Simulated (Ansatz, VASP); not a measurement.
**Two plane-wave programs on Ni**

The input INCAR:

```
SYSTEM = Ni
PREC = Accurate ; ENCUT = 520
EDIFF = 1E-7 ; ISMEAR = 0
SIGMA = 0.15 ; LREAL = .False.
LASPH = .True. ; NELM = 150
ALGO = Normal ; ISIF = 2
LWAVE = .False. ; LCHARG = .False.
ISPIN = 2 ; MAGMOM = 0.64
LORBIT = 11 ; LMAXMIX = 4
GGA = PE ; NBANDS = 15
KPAR = 4
```

The input KPOINTS:

```
regular mesh
0
Gamma
  30 30 30
  0 0 0
```

POSCAR

```
Ni
1.0
   -1.3932386033      1.4002398023      1.3932386033
    1.4072410013     -1.4002398023      1.4072410013
    1.3932386033      1.4002398023     -1.3932386033
Ni
1
Direct
    0.0000000000      0.0000000000      0.0000000000
```

Input for Ansatz:

```yaml
crystal:
  lattice:
    - [-1.3932386033, 1.4002398023, 1.3932386033]
    - [1.4072410013, -1.4002398023, 1.4072410013]
    - [1.3932386033, 1.4002398023, -1.3932386033]
  atoms:
    - { symbol: Ni, position: [0.0, 0.0, 0.0], spin: 0.64 }
basis:
  ecutwfc: 420
kpoints:
  mp_grid: { grid: [30, 30, 30] }
hamiltonian:
  xc: pbe
scf:
  occupations: { method: gaussian, width: 0.15 }
output:
  forces: true
  stress: true
  eigenvalues: true
  populations: true
magnetization:
  spin_polarized: true
```

Change from the starting cell: strain +0.0100 x Voigt [0, 0, 0, 0, 1, 0], atoms carried along.

Alike in both runs: task single point; functional PBE; k mesh 30 × 30 × 30; occupations gaussian, width 0.15 eV; collinear spin.

|  | VASP | Ansatz |
| --- | --- | --- |
| version | VASP 6.6.1 | Ansatz 0.2.0 |
| potentials or method | VASP PAW PBE potentials, release 64 (Ni), cutoff 520 eV | scalar-relativistic, plane waves, PAW |
| valence electrons in the cell | 10 | 18 |

Ansatz gave:

```
gap on the k mesh at the Fermi level (eV)                     : none
pressure (GPa)                                                : 0.2
traceless stress, the component that is largest in VASP (GPa) : -1.54
net moment per atom (μB)                                      : 0.56
size of the moment on the site where the two differ most (μB) : 0.59
```

**Question.** Which values does VASP return?

**Answer.** gap on the k mesh at the Fermi level (eV): none; pressure (GPa): 0.1; traceless stress, the component that is largest in VASP (GPa): -1.51; net moment per atom (μB): 0.55; size of the moment on the site where the two differ most (μB): 0.56.

Site moments also hang on the region over which each program counts them. A gap of «none» marks a metal or a gap that the smearing closes. The functional is the same, so the differences come from potentials, cutoffs and numerics. VASP's potentials hold 10 valence electrons a cell and Ansatz's 18, so a difference there can come from the potentials and not from the codes.
